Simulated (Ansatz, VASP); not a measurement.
## One calculation of Ca, two programs

```
CELL_PARAMETERS angstrom
0.00000 2.76271 2.76271
2.76271 0.00000 2.76271
2.76271 2.76271 0.00000
ATOMIC_POSITIONS crystal
Ca 0.00000 0.00000 0.00000
```

Alike in both runs: task single point; functional PBE; k mesh 10 × 10 × 10; occupations gaussian, width 0.2 eV; no spin polarisation.

|  | VASP | Ansatz |
| --- | --- | --- |
| version | VASP 6.6.1 | Ansatz 0.2.0 |
| potentials or method | VASP PAW PBE potentials, release 64 (Ca_sv), cutoff 520 eV | plane waves (420 eV) with PAW, scalar-relativistic |
| valence electrons in the cell | 10 | 10 |

|  | VASP | Ansatz | Ansatz less VASP |
| --- | --- | --- | --- |
| pressure (GPa) | 0.0 | 0.0 | 0.00 |

The functional is the same, so the differences come from potentials, cutoffs and numerics.
